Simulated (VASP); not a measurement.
# Be (R-3m) in VASP: further runs

The runs below take Be through single point, with PBEsol.

Everything below comes from runs of VASP 6.6.1. Logs are shortened: lines on timing, memory, paths and dates and some standing lists are left out, and cuts for length are marked.

### 1 The cell of the first run

Symmetry: R-3m, No. 166, trigonal system. Conventional cell: a = 3.035 Å, b = 3.035 Å, c = 7.435 Å, α = 90.00°, β = 90.00°, γ = 120.00°. Within 2.4 Å of Be (site symmetry 3m) lie 4 Be at 1.81 to 2.04 Å.

### 2 Single point, PBEsol (shortest bond scaled by 1.1)

File INCAR:

```
PREC = Accurate
ENCUT = 520
EDIFF = 1E-6
ISMEAR = -1
SIGMA = 0.05
LREAL = False
LASPH = True
NELM = 60
ALGO = Normal
ISIF = 2
LWAVE = False
LCHARG = True
GGA = PS
LELF = True
LVHAR = True
NBANDS = 9
```

File KPOINTS:

```
regular mesh
0
Gamma
  12 12 12
```

File POSCAR:

```
Be
1.0
    0.0000000000      2.1463250724      2.1463250724
    2.1463250724      0.0000000000      2.1463250724
    2.1463250724      2.1463250724      0.0000000000
Be
2
Direct
   -0.0875000000     -0.1375000000     -0.1375000000
    0.0875000000      0.1375000000      0.1375000000
```

Potentials or basis: VASP PAW PBE potentials, release 64 (Be).

Started as:

```bash
$ cat potpaw_PBE.64/Be/POTCAR > POTCAR
$ mpirun -np 1 vasp_std > vasp.out
```

OUTCAR:

```text
PREC = Accurate
   ENCUT = 520
   EDIFF = 1E-6
   ISMEAR = -1
   LREAL = False
   LASPH = True
   NELM = 60
   ISIF = 2
   GGA = PS

 ion  position               nearest neighbor table
   1  0.913  0.862  0.862-   2 1.81   2 1.81   2 1.81   2 2.04
   2  0.087  0.138  0.138-   1 1.81   1 1.81   1 1.81   1 2.04

  LATTYP: Found a face centered cubic cell.
 ALAT       =     4.2926501448

  Lattice vectors:

 A1 = (   0.0000000000,   2.1463250724,   2.1463250724)
 A2 = (   2.1463250724,   0.0000000000,   2.1463250724)
 A3 = (   2.1463250724,   2.1463250724,   0.0000000000)

Analysis of symmetry for initial positions (statically):
=====================================================================
 Subroutine PRICEL returns:
 Original cell was already a primitive cell.

 Routine SETGRP: Setting up the symmetry group for a
 face centered cubic supercell.

 Subroutine GETGRP returns: Found 12 space group operations
 (whereof  4 operations were pure point group operations)
 out of a pool of 48 trial point group operations.

The static configuration has the point symmetry C_2h.
 The point group associated with its full space group is D_3d.

Analysis of symmetry for dynamics (positions and initial velocities):
=====================================================================
 Subroutine PRICEL returns:
 Original cell was already a primitive cell.

 Routine SETGRP: Setting up the symmetry group for a
 face centered cubic supercell.

 Subroutine GETGRP returns: Found 12 space group operations
 (whereof  4 operations were pure point group operations)
 out of a pool of 48 trial point group operations.

The dynamic configuration has the point symmetry C_2h.
 The point group associated with its full space group is D_3d.

 Subroutine INISYM returns: Found 12 space group operations
 (whereof  4 operations are pure point group operations),
 and found     1 'primitive' translations

----------------------------------------------------------------------------------------

                                     Primitive cell

  volume of cell :      19.7750

  direct lattice vectors                    reciprocal lattice vectors
     0.000000000  2.146325072  2.146325072    -0.232956324  0.232956324  0.232956324
     2.146325072  0.000000000  2.146325072     0.232956324 -0.232956324  0.232956324
     2.146325072  2.146325072  0.000000000     0.232956324  0.232956324 -0.232956324

  length of vectors
     3.035362027  3.035362027  3.035362027     0.403492190  0.403492190  0.403492190

  position of ions in fractional coordinates (direct lattice)
     0.912500000  0.862500000  0.862500000
     0.087500000  0.137500000  0.137500000

  ion indices of the primitive-cell ions
   primitive index   ion index
                 1           1
                 2           2

----------------------------------------------------------------------------------------

 KPOINTS: regular mesh

Automatic generation of k-mesh.
 Grid dimensions read from file:
 generate k-points for:   12   12   12

 Generating k-lattice:

  Cartesian coordinates                     Fractional coordinates (reciprocal lattice)
    -0.019413027  0.019413027  0.019413027     0.083333333  0.000000000  0.000000000
     0.019413027 -0.019413027  0.019413027     0.000000000  0.083333333  0.000000000
     0.019413027  0.019413027 -0.019413027     0.000000000  0.000000000  0.083333333

  Length of vectors
     0.033624349  0.033624349  0.033624349

  Shift w.r.t. Gamma in fractional coordinates (k-lattice)
     0.000000000  0.000000000  0.000000000

 Subroutine IBZKPT returns following result:
 ===========================================

 Found    189 irreducible k-points:

 Following reciprocal coordinates:
            Coordinates               Weight
  0.000000  0.000000  0.000000      1.000000
  0.083333  0.000000  0.000000      2.000000
  0.000000  0.083333  0.000000      6.000000
  0.166667  0.000000  0.000000      2.000000
  0.000000  0.166667  0.000000      6.000000
  0.250000  0.000000  0.000000      2.000000
[... 16 lines left out ...]
  0.083333  0.000000  0.333333      6.000000
  0.416667  0.083333  0.000000      6.000000
 [... further k-points ...]
   k-points           NKPTS =    189   k-points in BZ     NKDIM =    189   number of bands    NBANDS=      9
   number of dos      NEDOS =    301   number of ions     NIONS =      2
   total plane-waves  NPLWV =  13824
   dimension x,y,z NGX =    24 NGY =   24 NGZ =   24
   dimension x,y,z NGXF=    48 NGYF=   48 NGZF=   48
   ions per type =               2
   NGX,Y,Z   is equivalent  to a cutoff of  13.14, 13.14, 13.14 a.u.
   NGXF,Y,Z  is equivalent  to a cutoff of  26.29, 26.29, 26.29 a.u.
 SYSTEM =  unknown system
   PREC   = accura    normal or accurate (medium, high low for compatibility)
   ISTART =      0    job   : 0-new  1-cont  2-samecut
   ICHARG =      2    charge: 1-file 2-atom 10-const
   ISPIN  =      1    spin polarized calculation?
[... 56 lines left out ...]
 fundamental gap:      0.0443125209
 Fermi energy:         4.2309578369

 k-point     1 :       0.0000    0.0000    0.0000
  band No.  band energies     occupation
      1      -4.8451      2.00000
      2       9.8017      0.00000
      3       9.8017      0.00000
      4      12.2267      0.00000
      5      12.3451      0.00000
      6      13.9389      0.00000
      7      13.9389      0.00000
      8      23.0705      0.00000
      9      23.4049      0.00000

 k-point     2 :       0.0833    0.0000    0.0000
  band No.  band energies     occupation
      1      -4.7159      2.00000
      2       9.5833      0.00000
      3       9.5833      0.00000
      4      10.0674      0.00000
      5      14.2130      0.00000
      6      14.2130      0.00000
      7      14.2737      0.00000
      8      22.0403      0.00000
      9      23.1585      0.00000

 k-point     3 :       0.0000    0.0833    0.0000
  band No.  band energies     occupation
      1      -4.7176      2.00000
      2       8.9146      0.00000
      3       9.5021      0.00000
      4      11.3163      0.00000
      5      13.0478      0.00000
      6      14.4080      0.00000
      7      14.9182      0.00000
      8      22.2004      0.00000
      9      22.5417      0.00000

 k-point     4 :       0.1667    0.0000    0.0000
  band No.  band energies     occupation
      1      -4.3288      2.00000
      2       7.7799      0.00000
      3       9.1137      0.00000
      4       9.1137      0.00000
      5      14.7099      0.00000
      6      14.7099      0.00000
      7      15.9111      0.00000
      8      20.7964      0.00000
      9      22.1734      0.00000

 k-point     5 :       0.0000    0.1667    0.0000
  band No.  band energies     occupation
      1      -4.3359      2.00000
      2       7.1129      0.00000
      3       8.8925      0.00000
      4      10.4247      0.00000
      5      13.8322      0.00000
      6      15.4061      0.00000
      7      16.3054      0.00000
      8      20.9869      0.00000
      9      21.5380      0.00000

 k-point     6 :       0.2500    0.0000    0.0000
  band No.  band energies     occupation
      1      -3.6861      2.00000
      2       5.5552      0.00000
      3       8.6403      0.00000
      4       8.6403      0.00000
      5      14.8911      0.00000
      6      14.8911      0.00000
      7      17.1901      0.00000
      8      19.8411      0.00000
      9      22.3796      0.00000
[... 169 lines left out ...]
 k-point    21 :       0.3333    0.0833    0.0000
  band No.  band energies     occupation
      1      -3.0025      2.00000
      2       4.2368      0.94185
      3       7.5975      0.00000
      4       8.4280      0.00000
      5      14.1142      0.00000
      6      15.8087      0.00000
      7      17.5306      0.00000
      8      19.5577      0.00000
      9      22.5439      0.00000

 k-point    22 :       0.0000    0.3333    0.0833
  band No.  band energies     occupation
      1      -3.0271      2.00000
      2       3.8867      1.99796
      3       7.7122      0.00000
      4       8.9391      0.00000
      5      14.1223      0.00000
      6      16.4471      0.00000
      7      17.5088      0.00000
      8      19.4405      0.00000
      9      22.1959      0.00000

 k-point    23 :       0.0833    0.0000    0.3333
  band No.  band energies     occupation
      1      -3.0351      2.00000
      2       3.9218      1.99588
      3       7.3040      0.00000
      4       9.5394      0.00000
      5      13.4579      0.00000
      6      17.1554      0.00000
      7      18.1764      0.00000
      8      18.9512      0.00000
      9      21.7444      0.00000

 k-point    24 :       0.4167    0.0833    0.0000
  band No.  band energies     occupation
      1      -1.9559      2.00000
      2       2.3253      2.00000
      3       7.4887      0.00000
      4       7.9317      0.00000
      5      13.9250      0.00000
      6      15.3580      0.00000
      7      18.3881      0.00000
      8      19.6722      0.00000
      9      23.8200      0.00000

 [... further k-points ...]

------------------------ aborting loop because EDIFF is reached ----------------------------------------

  FORCE on cell =-STRESS in cart. coord.  units (eV):
  Direction    XX          YY          ZZ          XY          YZ          ZX
  --------------------------------------------------------------------------------------
  -------------------------------------------------------------------------------------
  Total        4.2205747      4.2205747      4.2205747      1.8365870     -1.8365870      1.8365870
  in kB      341.9524172    341.9524172    341.9524172    148.8009098   -148.8009098    148.8009098
  external PRESSURE =     341.9524172 kB  Pullay stress =       0.0000000 kB

 VOLUME and BASIS-vectors are now :
 -----------------------------------------------------------------------------
  energy-cutoff  :      520.00
  volume of cell :       19.77
      direct lattice vectors                 reciprocal lattice vectors
     0.000000000  2.146325072  2.146325072    -0.232956324  0.232956324  0.232956324
     2.146325072  0.000000000  2.146325072     0.232956324 -0.232956324  0.232956324
     2.146325072  2.146325072  0.000000000     0.232956324  0.232956324 -0.232956324

 POSITION                                       TOTAL-FORCE (eV/Angst)
 -----------------------------------------------------------------------------------
      3.70241      3.80973      3.80973         0.674161     -0.674161     -0.674161
      0.59024      0.48292      0.48292        -0.674161      0.674161      0.674161
 -----------------------------------------------------------------------------------
    total drift:                               -0.000000     -0.000000      0.000000

  FREE ENERGIE OF THE ION-ELECTRON SYSTEM (eV)
  ---------------------------------------------------
  free  energy   TOTEN  =        -3.7715101225 eV

  energy  without entropy=       -3.7638658394  energy(sigma->0) =       -3.76768798
```

It took 26 s on 1 thread of Intel Xeon 8259CL, shared host; peak memory 0.15 GiB.

Results:

| Item | Value |
| --- | --- |
| Free energy | -3.7715 eV |
| Pressure | 34.2 GPa |
| Largest force | 1.168 eV/Å |
| Band gap on the k mesh | zero (bands 2 and 3 overlap by 7.49 eV) |

Forces in eV/Å, atoms in the order of the input:
```
Be   0.674 -0.674 -0.674
Be  -0.674  0.674  0.674
```

Caveat: the cell differs from its parent crystal (shortest bond scaled by 1.1); the cell stands under pressure; the PAW data sets were made with another functional, which shifts forces and pressure a little.

### 3 Single point, PBEsol (shortest bond scaled by 0.88)

File INCAR:

```
SYSTEM = Be
PREC = Accurate
ENCUT = 520
EDIFF = 1E-6
ISMEAR = -1
SIGMA = 0.05
LREAL = .FALSE.
LASPH = .TRUE.
NELM = 100
ALGO = Normal
ISIF = 2
LWAVE = .FALSE.
LCHARG = .FALSE.
GGA = PS
NBANDS = 9
```

File KPOINTS:

```
Automatic mesh
0
G
  12 12 12
  0 0 0
```

File POSCAR:

```
Be
1.0
    0.0000000000      2.1463250724      2.1463250724
    2.1463250724      0.0000000000      2.1463250724
    2.1463250724      2.1463250724      0.0000000000
Be
2
Direct
   -0.1700000000     -0.1100000000     -0.1100000000
    0.1700000000      0.1100000000      0.1100000000
```

Potentials or basis: VASP PAW PBE potentials, release 64 (Be).

Started as:

```bash
$ cat potpaw_PBE.64/Be/POTCAR > POTCAR
$ mpirun -np 1 vasp_std > vasp.out
```

Wall time 28 s (1 thread of Intel Xeon 8259CL, shared host); peak memory 0.15 GiB.

The run converged. Its results:

| Quantity | Value |
| --- | --- |
| Free energy | -3.5368 eV |
| Pressure | 36.2 GPa |
| Largest force | 3.814 eV/Å |
| Band gap on the k mesh | zero (bands 2 and 3 overlap by 6.46 eV) |

Forces on the atoms (eV/Å):
```
Be  -2.202  2.202  2.202
Be   2.202 -2.202 -2.202
```

Stress tensor (GPa, compression positive):
```
 36.19 -21.97 -21.97
-21.97  36.19  21.97
-21.97  21.97  36.19
```

Levels at points of the mesh, in eV from the Fermi level:
| k point | band 1 | band 2 | band 3 | band 4 | band 5 | band 6 | band 7 |
| --- | --- | --- | --- | --- | --- | --- | --- |
| (0.00, 0.00, 0.00) | -9.07 | 4.58 | 7.34 | 7.34 | 8.34 | 8.34 | 10.70 |
| (0.50, 0.00, 0.00) | -5.07 | -4.05 | 3.99 | 3.99 | 10.86 | 10.86 | 14.54 |
| (0.00, 0.50, 0.00) | -5.04 | -3.81 | 3.04 | 4.90 | 8.84 | 11.42 | 14.34 |
| (0.50, 0.50, 0.00) | -3.14 | -2.64 | 0.56 | 0.83 | 7.61 | 8.03 | 19.89 |

Caveat: the cell differs from its parent crystal (shortest bond scaled by 0.88); the cell stands under pressure; the PAW data sets were made with another functional, which shifts forces and pressure a little.

### 4 Single point, PBEsol (shortest bond scaled by 0.88)

File INCAR:

```
  ALGO = Normal
  EDIFF = 1E-6
  ENCUT = 520
  GGA = PS
  ISIF = 2
  ISMEAR = -1
  LASPH = True
  LCHARG = False
  LREAL = False
  LWAVE = False
  NBANDS = 9
  NELM = 100
  PREC = Accurate
  SIGMA = 0.05
```

File KPOINTS:

```
k-points
0
Gamma
  12 12 12
```

POSCAR is that of step 3.

Started as:

```bash
$ cat potpaw_PBE.64/Be/POTCAR > POTCAR
$ mpirun -np 1 vasp_std > vasp.out
```

It took 28 s on 1 thread of Intel Xeon 8259CL, shared host; peak memory 0.15 GiB.

The run converged. Its results:

| Property | Result |
| --- | --- |
| Free energy | -3.5368 eV |
| Pressure | 36.2 GPa |
| Largest force | 3.814 eV/Å |
| Band gap on the k mesh | zero (bands 2 and 3 overlap by 6.46 eV) |

Forces on the atoms (eV/Å):
```
Be  -2.202  2.202  2.202
Be   2.202 -2.202 -2.202
```

Stress tensor (GPa, compression positive):
```
 36.19 -21.97 -21.97
-21.97  36.19  21.97
-21.97  21.97  36.19
```

Levels at points of the mesh, in eV from the Fermi level:
| k point | band 1 | band 2 | band 3 | band 4 | band 5 |
| --- | --- | --- | --- | --- | --- |
| (0.00, 0.00, 0.00) | -9.07 | 4.58 | 7.34 | 7.34 | 8.34 |
| (0.50, 0.00, 0.00) | -5.07 | -4.05 | 3.99 | 3.99 | 10.86 |
| (0.00, 0.50, 0.00) | -5.04 | -3.81 | 3.04 | 4.90 | 8.84 |
| (0.50, 0.50, 0.00) | -3.14 | -2.64 | 0.56 | 0.83 | 7.61 |

Caveat: the cell differs from its parent crystal (shortest bond scaled by 0.88); the cell stands under pressure; the PAW data sets were made with another functional, which shifts forces and pressure a little.

### 5 Single point, PBEsol (shortest bond scaled by 0.58)

File INCAR:

```
ALGO = Normal
EDIFF = 1E-7
ENCUT = 520
GGA = PS
ISIF = 2
ISMEAR = -1
LASPH = T
LCHARG = T
LELF = T
LREAL = F
LVHAR = T
LWAVE = F
NBANDS = 9
NELM = 80
PREC = Accurate
SIGMA = 0.05
```

KPOINTS is that of step 4.

File POSCAR:

```
Be
1.0
    0.0000000000      2.1463250724      2.1463250724
    2.1463250724      0.0000000000      2.1463250724
    2.1463250724      2.1463250724      0.0000000000
Be
2
Direct
   -0.2825000000     -0.0725000000     -0.0725000000
    0.2825000000      0.0725000000      0.0725000000
```

Started as:

```bash
$ cat potpaw_PBE.64/Be/POTCAR > POTCAR
$ mpirun -np 1 vasp_std > vasp.out
```

It took 31 s on 1 thread of Intel Xeon 8259CL, shared host; peak memory 0.15 GiB.

Results (log left out):

```
Free energy            : 5.4647 eV
Pressure               : 77.4 GPa
Largest force          : 33.993 eV/Å
Band gap on the k mesh : zero (bands 2 and 3 overlap by 4.17 eV)
```

Forces in eV/Å, atoms in the order of the input:
```
Be  -19.626  19.626  19.626
Be   19.626 -19.626 -19.626
```

Stress tensor (GPa, compression positive):
```
 77.35 -97.90 -97.90
-97.90  77.35  97.90
-97.90  97.90  77.35
```

Levels at points of the mesh, in eV from the Fermi level:
| k point | band 1 | band 2 | band 3 | band 4 | band 5 | band 6 | band 7 |
| --- | --- | --- | --- | --- | --- | --- | --- |
| (0.00, 0.00, 0.00) | -8.73 | 3.16 | 4.23 | 4.23 | 10.37 | 10.37 | 14.22 |
| (0.50, 0.00, 0.00) | -4.38 | -4.08 | 2.22 | 2.22 | 12.08 | 12.08 | 13.26 |
| (0.00, 0.50, 0.00) | -5.48 | -3.15 | 2.94 | 3.73 | 7.93 | 10.58 | 13.67 |
| (0.50, 0.50, 0.00) | -3.98 | -1.48 | -0.16 | 1.68 | 4.73 | 8.55 | 16.20 |

Caveat: the cell differs from its parent crystal (shortest bond scaled by 0.58); atoms lie so close that the PAW spheres overlap strongly, which falsifies energies and pressures; the cell stands under pressure; the PAW data sets were made with another functional, which shifts forces and pressure a little.

### 6 Single point, PBEsol (shortest bond scaled by 0.58)

File INCAR:

```
SYSTEM = Be
ALGO = Normal
EDIFF = 1E-6
ENCUT = 520
GGA = PS
ISIF = 2
ISMEAR = -1
LASPH = .TRUE.
LCHARG = .TRUE.
LELF = .TRUE.
LREAL = .FALSE.
LVHAR = .TRUE.
LWAVE = .FALSE.
NBANDS = 9
NELM = 60
PREC = Accurate
SIGMA = 0.05
```

File KPOINTS:

```
k-points
0
G
  12 12 12
  0 0 0
```

POSCAR is that of step 5.

Potentials or basis: VASP PAW PBE potentials, release 64 (Be).

Started as:

```bash
$ cat potpaw_PBE.64/Be/POTCAR > POTCAR
$ mpirun -np 1 vasp_std > vasp.out
```

It took 28 s on 1 thread of Intel Xeon 8259CL, shared host; peak memory 0.15 GiB.

The run converged. Its results:

| Quantity | Value |
| --- | --- |
| Free energy | 5.4647 eV |
| Pressure | 77.3 GPa |
| Largest force | 33.993 eV/Å |
| Band gap on the k mesh | zero (bands 2 and 3 overlap by 4.17 eV) |

Forces on the atoms (eV/Å):
```
Be  -19.626  19.626  19.626
Be   19.626 -19.626 -19.626
```

Stress tensor (GPa, compression positive):
```
 77.34 -97.90 -97.90
-97.90  77.34  97.90
-97.90  97.90  77.34
```

Levels at points of the mesh, in eV from the Fermi level:
```tsv
k point	band 1	band 2	band 3	band 4	band 5
(0.00, 0.00, 0.00)	-8.73	3.16	4.23	4.23	10.37
(0.50, 0.00, 0.00)	-4.38	-4.08	2.22	2.22	12.08
(0.00, 0.50, 0.00)	-5.48	-3.15	2.94	3.73	7.93
(0.50, 0.50, 0.00)	-3.98	-1.48	-0.16	1.68	4.73
```

Caveat: the cell differs from its parent crystal (shortest bond scaled by 0.58); atoms lie so close that the PAW spheres overlap strongly, which falsifies energies and pressures; the cell stands under pressure; the PAW data sets were made with another functional, which shifts forces and pressure a little.

### 7 Overview

```csv
cell,gap on the mesh (eV),pressure (GPa),largest force (eV/Å)
"as given, shortest bond scaled by 1.1",none,34.2,1.17
"as given, shortest bond scaled by 0.88",none,36.2,3.81
"as given, shortest bond scaled by 0.58",none,77.3,33.99
```

Some of these runs hold the atoms at other places in the same cell, which the table doesn't show; runs alike in all that it shows share one row.

Alike in all rows: task single point; level PBEsol; potentials or basis VASP PAW PBE potentials, release 64 (Be); no spin polarisation; k mesh 12 × 12 × 12; cutoff (eV) 520; smearing fermi-dirac 0.05 eV.

Caveats: the cell stands under pressure; the PAW data sets were made with another functional, which shifts forces and pressure a little; atoms lie so close that the PAW spheres overlap strongly, which falsifies energies and pressures (at least some runs).

Absolute energies hang on the potentials; compare differences alone.

The gap in the log of VASP goes by the Fermi energy; the results here count the filled bands.